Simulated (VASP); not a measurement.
# TePt (R-3m) in VASP: single point with r2SCAN

Aim: the single point of TePt with r2SCAN.

Everything below comes from runs of VASP 6.6.1. Logs are shortened: lines on timing, memory, paths and dates and some standing lists are left out, and cuts for length are marked.

### Step 1. The cell of the first run

Symmetry: R-3m, No. 166, trigonal system. The conventional cell has a = 3.963 Å, b = 3.963 Å, c = 19.983 Å, α = 90.00°, β = 90.00°, γ = 120.00°. Te (site symmetry 3m) has 3 Pt at 2.59 Å within 3.4 Å. Within 3.4 Å of Pt (site symmetry 3m) lie 3 Te at 2.59 Å and 3 Pt at 2.72 Å.

### Step 2. Single point, r2SCAN

Contents of POSCAR:

```
TePt
1.0
    1.9815661262      1.1440577364      6.6610305258
   -1.9815661262      1.1440577364      6.6610305258
    0.0000000000     -2.2881154728      6.6610305258
Te Pt
2 2
Direct
    0.5980000000      0.5980000000      0.5980000000
    0.4020000000      0.4020000000      0.4020000000
    0.8703333333      0.8703333333      0.8703333333
    0.1296666667      0.1296666667      0.1296666667
```

Contents of INCAR.step1:

```
  PREC = Accurate
  ENCUT = 520
  ISMEAR = 0
  SIGMA = 0.1
  LREAL = F
  LASPH = T
  NELM = 60
  NBANDS = 24
  GGA = PE
  ALGO = Normal
  EDIFF = 1E-4
  LWAVE = T
  LCHARG = F
```

Contents of INCAR.step2:

```
  PREC = Accurate
  ENCUT = 520
  EDIFF = 1E-7
  ISMEAR = 0
  SIGMA = 0.1
  LREAL = F
  LASPH = T
  NELM = 60
  ALGO = Normal
  ISIF = 2
  LWAVE = F
  LCHARG = F
  METAGGA = R2SCAN
  LMIXTAU = T
  NBANDS = 24
  ISTART = 1
```

Contents of KPOINTS:

```
regular mesh
0
Gamma
  9 9 9
```

Potentials or basis: VASP PAW PBE potentials, release 64 (Te, Pt).

The run is started by

```sh
cat potpaw_PBE.64/Te/POTCAR potpaw_PBE.64/Pt/POTCAR > POTCAR
cp INCAR.step1 INCAR
mpirun -np 1 vasp_std > vasp.out
cp INCAR.step2 INCAR
mpirun -np 1 vasp_std > vasp.out
```

OUTCAR:

```text
PREC = Accurate
   ENCUT = 520
   EDIFF = 1E-7
   ISMEAR = 0
   LREAL = F
   LASPH = T
   NELM = 60
   ISIF = 2
   METAGGA = R2SCAN
   ISTART = 1

 ion  position               nearest neighbor table
   1  0.598  0.598  0.598-   3 2.59   3 2.59   3 2.59   4 3.54   4 3.54   4 3.54   2 3.57   2 3.57
                             2 3.57
   2  0.402  0.402  0.402-   4 2.59   4 2.59   4 2.59   3 3.54   3 3.54   3 3.54   1 3.57   1 3.57
                             1 3.57
   3  0.870  0.870  0.870-   1 2.59   1 2.59   1 2.59   4 2.72   4 2.72   4 2.72   2 3.54   2 3.54
                             2 3.54
   4  0.130  0.130  0.130-   2 2.59   2 2.59   2 2.59   3 2.72   3 2.72   3 2.72   1 3.54   1 3.54
                             1 3.54

  LATTYP: Found a trigonal (rhomboedric) cell.
 ALAT       =     7.0430675194
 COS(alpha) =     0.8416845021

  Lattice vectors:

 A1 = (   1.9815661262,   1.1440577364,   6.6610305258)
 A2 = (  -1.9815661262,   1.1440577364,   6.6610305258)
 A3 = (   0.0000000000,  -2.2881154728,   6.6610305258)

Analysis of symmetry for initial positions (statically):
=====================================================================
 Subroutine PRICEL returns:
 Original cell was already a primitive cell.

 Routine SETGRP: Setting up the symmetry group for a
 trigonal (rhombohedral) supercell.

 Subroutine GETGRP returns: Found 12 space group operations
 (whereof 12 operations were pure point group operations)
 out of a pool of 12 trial point group operations.

The static configuration has the point symmetry D_3d.

Analysis of symmetry for dynamics (positions and initial velocities):
=====================================================================
 Subroutine PRICEL returns:
 Original cell was already a primitive cell.

 Routine SETGRP: Setting up the symmetry group for a
 trigonal (rhombohedral) supercell.

 Subroutine GETGRP returns: Found 12 space group operations
 (whereof 12 operations were pure point group operations)
 out of a pool of 12 trial point group operations.

The dynamic configuration has the point symmetry D_3d.

 Subroutine INISYM returns: Found 12 space group operations
 (whereof 12 operations are pure point group operations),
 and found     1 'primitive' translations

[... 97 lines left out ...]
   NELM   =     60;   NELMIN=  2; NELMDL=  0     # of ELM steps
   EDIFF  = 0.1E-06   stopping-criterion for ELM
   LREAL  =      F    real-space projection
   EDIFFG = 0.1E-05   stopping-criterion for IOM
   NSW    =      0    number of steps for IOM
   IBRION =     -1    ionic relax: 0-MD 1-quasi-New 2-CG
   NFREE  =      0    steps in history (QN), initial steepest desc. (CG)
   ISIF   =      2    stress and relaxation
   ISYM   =      2    0-nonsym 1-usesym 2-fastsym
   POTIM  = 0.5000    time-step for ionic-motion
   TEBEG  =    0.0;   TEEND  =   0.0 temperature during run
   PSTRESS=    0.0 pullay stress
   NELECT =      32.0000    total number of electrons
   NUPDOWN=      -1.0000    fix difference up-down
   EMIN   =  10.00;   EMAX   =-10.00  energy-range for DOS
   EFERMI =   0.00;   METHOD = LEGACY
   ISMEAR =     0;   SIGMA  =   0.10  broadening in eV -4-tet -1-fermi 0-gaus
   EFERMI_NEDOS =   21; number of points for ismear=-14 and -15
   IALGO  =     38    algorithm
   IMIX   =      4    mixing-type and parameters
     AMIX     =   0.40;   BMIX     =  1.00
     AMIX_MAG =   1.60;   BMIX_MAG =  1.00
  volume/ion in A,a.u.               =      22.65       152.86
  Fermi-wavevector in a.u.,A,eV,Ry     =   1.157200  2.186791 18.219723  1.339112
  Thomas-Fermi vector in A             =   2.293814
   LORBIT       =      0    0 simple, 1 ext, 2 COOP (PROOUT), +10 PAW based schemes
   METAGGA = R2SCAN    functional components
   LHFCALC =     F    Hartree Fock is set to
   AEXX    =    0.0000 exact exchange contribution
   IVDW    =     0    specifies the selected vdW correction
   LEPSILON=     F    determine dielectric tensor
   LRPA    =     F    only Hartree local field effects (RPA)
 non-spin polarized calculation
 Gauss-broadening in eV      SIGMA  =   0.10
  energy-cutoff  :      520.00
  volume of cell :       90.60
 maximum number of plane-waves:      2461
 NGX is ok and might be reduce to    54
   NGX = 27   NGY = 27   NGZ = 27

 number of electron      32.0000000 magnetization

 Free energy of the ion-electron system (eV)
  ---------------------------------------------------
  ext. energy  EPLUGINS =         0.00000000
  ---------------------------------------------------
  free energy    TOTEN  =      -155.38047671 eV

  energy without entropy =     -155.37266402  energy(sigma->0) =     -155.37657036

 E-fermi :   8.2718     XC(G=0): -11.5668

 val. band max:        8.2627920653   @ k =   0.4444   0.2222   0.2222
 cond. band min:       8.2826968942   @ k =   0.4444   0.2222   0.0000
 fundamental gap:      0.0199048289
 Fermi energy:         8.2718279075

 k-point     1 :       0.0000    0.0000    0.0000
  band No.  band energies     occupation
      1      -5.5504      2.00000
      2      -3.9235      2.00000
      3       1.2430      2.00000
      4       2.5504      2.00000
      5       2.5504      2.00000
      6       3.2170      2.00000
[... 637 lines left out ...]
     23      14.7641      0.00000
     24      15.5152      0.00000

 [... further k-points ...]

------------------------ aborting loop because EDIFF is reached ----------------------------------------

  FORCE on cell =-STRESS in cart. coord.  units (eV):
  Direction    XX          YY          ZZ          XY          YZ          ZX
  --------------------------------------------------------------------------------------
  -------------------------------------------------------------------------------------
  Total        1.3673476      1.3673476      1.5864503      0.0000000      0.0000000      0.0000000
  in kB       24.1791109     24.1791109     28.0535521      0.0000000      0.0000000      0.0000000
  external PRESSURE =      25.4705913 kB  Pullay stress =       0.0000000 kB

 VOLUME and BASIS-vectors are now :
 -----------------------------------------------------------------------------
  energy-cutoff  :      520.00
  volume of cell :       90.60
      direct lattice vectors                 reciprocal lattice vectors
     1.981566126  1.144057736  6.661030526     0.252325670  0.145680293  0.050042307
    -1.981566126  1.144057736  6.661030526    -0.252325670  0.145680293  0.050042307
     0.000000000 -2.288115473  6.661030526     0.000000000 -0.291360587  0.050042307

 POSITION                                       TOTAL-FORCE (eV/Angst)
 -----------------------------------------------------------------------------------
      0.00000      0.00000     11.94989         0.000000     -0.000000      0.069434
      0.00000      0.00000      8.03320         0.000000      0.000000     -0.069434
      0.00000      0.00000     17.39195         0.000000     -0.000000     -0.009355
      0.00000      0.00000      2.59114         0.000000     -0.000000      0.009355
 -----------------------------------------------------------------------------------
    total drift:                                0.000000     -0.000000      0.000000

  FREE ENERGIE OF THE ION-ELECTRON SYSTEM (eV)
  ---------------------------------------------------
  free  energy   TOTEN  =      -155.3804767069 eV

  energy  without entropy=     -155.3726640211  energy(sigma->0) =     -155.37657036
```

OSZICAR.step1:

```text
N       E                     dE             d eps       ncg     rms          rms(c)
DAV:   1     0.165219775854E+03    0.16522E+03   -0.14091E+04  4080   0.118E+03
DAV:   2    -0.134860885711E+02   -0.17871E+03   -0.16537E+03  4880   0.226E+02
DAV:   3    -0.203324923486E+02   -0.68464E+01   -0.67501E+01  5056   0.440E+01
DAV:   4    -0.204213495746E+02   -0.88857E-01   -0.88835E-01  4816   0.549E+00
DAV:   5    -0.204230611277E+02   -0.17116E-02   -0.17115E-02  5112   0.723E-01    0.159E+01
DAV:   6    -0.199384044418E+02    0.48466E+00   -0.14353E+00  4440   0.966E+00    0.917E+00
DAV:   7    -0.198435849812E+02    0.94819E-01   -0.25948E-01  4256   0.470E+00    0.302E+00
DAV:   8    -0.198068449573E+02    0.36740E-01   -0.10714E-01  4496   0.276E+00    0.931E-01
DAV:   9    -0.198069494743E+02   -0.10452E-03   -0.10748E-02  4840   0.610E-01    0.333E-01
DAV:  10    -0.198065834529E+02    0.36602E-03   -0.22491E-03  4712   0.310E-01    0.133E-01
DAV:  11    -0.198065548218E+02    0.28631E-04   -0.10161E-04  2984   0.587E-02
   1 F= -.19806555E+02 E0= -.19802411E+02  d E =-.828782E-02
```

It took 68 min on 1 thread of Intel Xeon 8259CL, shared host; peak memory 0.55 GiB.

Results:

- Free energy: -155.3805 eV
- Pressure: 2.5 GPa
- Largest force: 0.069 eV/Å
- Band gap on the k mesh: zero (bands 16 and 17 overlap by 2.47 eV)

Forces in eV/Å, atoms in the order of the input:
```
Te   0.000  0.000  0.069
Te   0.000  0.000 -0.069
Pt   0.000  0.000 -0.009
Pt   0.000  0.000  0.009
```

Stress tensor (GPa, compression positive):
```
2.42 0.00 0.00
0.00 2.42 0.00
0.00 0.00 2.81
```

Levels at points of the mesh, in eV from the Fermi level:
```
           k point  band 12  band 13  band 14  band 15  band 16  band 17  band 18  band 19  band 20  band 21
(0.00, 0.00, 0.00)    -2.14    -1.84     0.73     0.73     0.92     1.55     3.03     3.03     5.11     6.48
```

Caveat: the PAW data sets were made with another functional, which shifts forces and pressure a little; spin-orbit coupling is left out, which moves the levels of the heavy elements.
